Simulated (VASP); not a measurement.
# BeS (F-43m) in VASP: further runs, part 2 of 2

VASP 6.6.1. The steps go on from the part before.

## 3. G0W0 quasiparticle levels, PBE

Input file POSCAR:

```
BeS
1.0
    0.0000000000      2.4343066366      2.4343066366
    2.4343066366      0.0000000000      2.4343066366
    2.4343066366      2.4343066366      0.0000000000
Be S
1 1
Direct
    0.0000000000      0.0000000000      0.0000000000
    0.2500000000      0.2500000000      0.2500000000
```

Input file INCAR.step1:

```
PREC     = Accurate       # precision mode
ENCUT    = 500            # plane-wave cutoff, eV
EDIFF    = 1E-8           # SCF threshold, eV
ISMEAR   = 0              # smearing method
SIGMA    = 0.01           # smearing width, eV
LREAL    = False          # projectors in reciprocal space
LASPH    = True           # aspherical terms in the spheres
NELM     = 100            # most SCF steps
ALGO     = Normal         # electronic algorithm
LWAVE    = True           # write WAVECAR
LCHARG   = False          # write CHGCAR
GGA      = PE             # functional
```

Input file INCAR.step2:

```
PREC     = Accurate       # precision mode
ENCUT    = 500            # plane-wave cutoff, eV
EDIFF    = 1E-8           # SCF threshold, eV
ISMEAR   = 0              # smearing method
SIGMA    = 0.01           # smearing width, eV
LREAL    = False          # projectors in reciprocal space
LASPH    = True           # aspherical terms in the spheres
NELM     = 1              # most SCF steps
ALGO     = Exact          # electronic algorithm
LWAVE    = True           # write WAVECAR
LCHARG   = False          # write CHGCAR
GGA      = PE             # functional
NBANDS   = 64             # bands
LOPTICS  = True           # frequency-dependent dielectric function
ISTART   = 1
```

Input file INCAR.step3:

```
PREC     = Accurate       # precision mode
ENCUT    = 500            # plane-wave cutoff, eV
EDIFF    = 1E-8           # SCF threshold, eV
ISMEAR   = 0              # smearing method
SIGMA    = 0.01           # smearing width, eV
LREAL    = False          # projectors in reciprocal space
LASPH    = True           # aspherical terms in the spheres
ALGO     = EVGW0          # electronic algorithm
LWAVE    = False          # write WAVECAR
LCHARG   = False          # write CHGCAR
GGA      = PE             # functional
NELMGW   = 1            
NBANDS   = 64             # bands
ENCUTGW  = 80.0           # cutoff of the response function
NOMEGA   = 48             # frequency points
PRECFOCK = Fast         
ISTART   = 1            
NBANDSGW = 12
```

Input file KPOINTS:

```
Automatic mesh
0
Gamma
  4 4 4
```

Potentials or basis: VASP PAW PBE potentials, release 64 (Be_GW, S_GW).

On the command line:

```
> cat potpaw_PBE.64/Be_GW/POTCAR potpaw_PBE.64/S_GW/POTCAR > POTCAR
> cp INCAR.step1 INCAR
> mpirun -np 1 vasp_std > vasp.out
> cp INCAR.step2 INCAR
> mpirun -np 1 vasp_std > vasp.out
> cp INCAR.step3 INCAR
> mpirun -np 1 vasp_std > vasp.out
```

OUTCAR:

```text
PREC = Accurate
   ENCUT = 500
   EDIFF = 1E-8
   ISMEAR = 0
   LREAL = False
   LASPH = True
   GGA = PE
   NELMGW = 1
   ENCUTGW = 80.0
   PRECFOCK = Fast
   ISTART = 1

 ion  position               nearest neighbor table
   1  0.000  0.000  0.000-   2 2.11   2 2.11   2 2.11   2 2.11
   2  0.250  0.250  0.250-   1 2.11   1 2.11   1 2.11   1 2.11

  LATTYP: Found a face centered cubic cell.
 ALAT       =     4.8686132732

  Lattice vectors:

 A1 = (   0.0000000000,   2.4343066366,   2.4343066366)
 A2 = (   2.4343066366,   0.0000000000,   2.4343066366)
 A3 = (   2.4343066366,   2.4343066366,   0.0000000000)

Analysis of symmetry for initial positions (statically):
=====================================================================
[... 150 lines left out ...]
   NELMGW              =     1    number of iterations in solving QP/BSE equation
   NELMHF              =     1    number of iterations in the inner HF iteration
   NKREDLFX            =     1    NKREDLFY  =   1   NKREDLFZ  =   1
 non-spin polarized calculation
 Gauss-broadening in eV      SIGMA  =   0.01
  energy-cutoff  :      500.00
  volume of cell :       28.85
 maximum number of plane-waves:       754
 NGX is ok and might be reduce to    28
  NGX = 14; NGY = 14; NGZ = 14
   NGX = 13   NGY = 13   NGZ = 13
 maximum number of plane-waves:        59
 NGX is ok and might be reduce to    10

 QP shifts <psi_nk| G(iteration)W_0 |psi_nk>: iteration 1
 for sc-GW calculations column KS-energies equals QP-energies in previous step
 and V_xc(KS)=  KS-energies - (<T + V_ion + V_H > + <T+V_H+V_ion>^1  + <V_x>^1)

 k-point   1 :       0.0000    0.0000    0.0000
  band No.  KS-energies  QP-energies   sigma(KS)   V_xc(KS)     V^pw_x(r,r')   Z            occupation Imag(sigma)

      1      -9.9238     -10.7073     -13.8204     -12.7969     -21.3167       0.7656       2.0000       1.5958
      2       3.6985       3.0335     -14.5465     -13.7029     -16.6002       0.7884       2.0000       0.0697
      3       3.6985       3.0335     -14.5465     -13.7029     -16.6002       0.7884       2.0000       0.0697
      4       3.6985       3.0335     -14.5465     -13.7029     -16.6002       0.7884       2.0000       0.0697
      5       9.3382      10.1862      -9.4517     -10.5184      -5.2071       0.7949       0.0000      -0.0896
      6       9.3382      10.1862      -9.4517     -10.5184      -5.2071       0.7949       0.0000      -0.0896
      7       9.3382      10.1862      -9.4517     -10.5184      -5.2071       0.7949       0.0000      -0.0896
      8       9.4800      10.0923      -9.6466     -10.4162      -5.2385       0.7955       0.0000      -0.0991
      9      16.3137      17.3192     -10.1288     -11.4347      -4.9428       0.7700       0.0000      -0.2088
     10      16.3137      17.3192     -10.1288     -11.4347      -4.9428       0.7700       0.0000      -0.2088
     11      18.4840      18.5737      -8.4064      -8.5247      -2.3184       0.7581       0.0000      -0.4789
     12      20.1712      20.4125      -8.3651      -8.6743      -2.2504       0.7803       0.0000      -0.5684
[... 100 lines left out ...]
      1      -7.7559      -8.2147     -14.5682     -13.9285     -21.5811       0.7171       2.0000       1.0595
      2      -0.5221      -1.5993     -13.4236     -11.9915     -16.6418       0.7522       2.0000       0.1357
      3      -0.1174      -1.1240     -13.1204     -11.8017     -15.9977       0.7633       2.0000       0.1178
      4       0.3978      -0.5407     -12.9458     -11.7282     -15.5647       0.7707       2.0000       0.1027
      5      10.1403      10.7301      -9.7699     -10.5107      -5.6277       0.7962       0.0000      -0.0963
      6      11.7545      12.4738      -9.1859     -10.0920      -4.6353       0.7938       0.0000      -0.1131
      7      12.0695      12.8325      -9.2379     -10.2212      -4.1861       0.7760       0.0000      -0.1374
      8      12.4441      13.4063     -10.5538     -11.8058      -5.6127       0.7685       0.0000      -0.1391
      9      17.8162      18.9354     -10.4235     -11.9142      -4.5042       0.7508       0.0000      -0.3548
     10      17.9928      18.7726     -10.4409     -11.4961      -4.1889       0.7391       0.0000      -0.4402
     11      20.4504      21.5495     -10.3617     -11.8088      -4.0217       0.7595       0.0000      -0.5703
     12      22.0868      22.6952      -9.7818     -10.5489      -3.4749       0.7932       0.0000      -0.8577
```

OUTCAR.step1:

```text
PREC = Accurate
   ENCUT = 500
   EDIFF = 1E-8
   ISMEAR = 0
   LREAL = False
[... 291 lines left out ...]
      0.00000      0.00000      0.00000        -0.000000     -0.000000     -0.000000
      1.21715      1.21715      1.21715         0.000000      0.000000      0.000000
 -----------------------------------------------------------------------------------
    total drift:                                0.000000      0.000000      0.000000

  FREE ENERGIE OF THE ION-ELECTRON SYSTEM (eV)
  ---------------------------------------------------
  free  energy   TOTEN  =        -9.9067421296 eV

  energy  without entropy=       -9.9067421296  energy(sigma->0) =       -9.90674213
```

OUTCAR.step2:

```text
PREC = Accurate
   ENCUT = 500
   EDIFF = 1E-8
   ISMEAR = 0
   LREAL = False
[... 689 lines left out ...]
     0.00000     6.64727     6.64727     6.64727    -0.00000    -0.00000    -0.00000
     1.18338     6.81665     6.81665     6.81665    -0.00000    -0.00000    -0.00000
     2.36677     7.40767     7.40767     7.40767    -0.00000    -0.00000    -0.00000
     3.55015     8.77277     8.77277     8.77277    -0.00000    -0.00000    -0.00000
     4.73354    12.52842    12.52842    12.52842    -0.00000    -0.00000    -0.00000
     5.91692    23.25991    23.25991    23.25991    -0.00000    -0.00000    -0.00000
[... 92 lines left out ...]
   115.97161     0.97115     0.97115     0.97115     0.00000     0.00000     0.00000
   117.15500     0.97176     0.97176     0.97176     0.00000     0.00000     0.00000
```

Run time: 87 s. Hardware: 1 thread of Intel Xeon 8259CL, shared host; peak memory 0.25 GiB.

What came out:

```
Band gap on the k mesh, mean-field level : 3.12 eV, indirect (least direct gap 5.64 eV)
Quasiparticle gap                        : 4.19 eV
Least direct quasiparticle gap           : 7.04 eV
```

Caveat: the k points lie up to 0.56 Å⁻¹ apart; bands, screening cutoff and mesh are small and nothing is extrapolated, so the quasiparticle values aren't converged. A k mesh can miss the band edges.
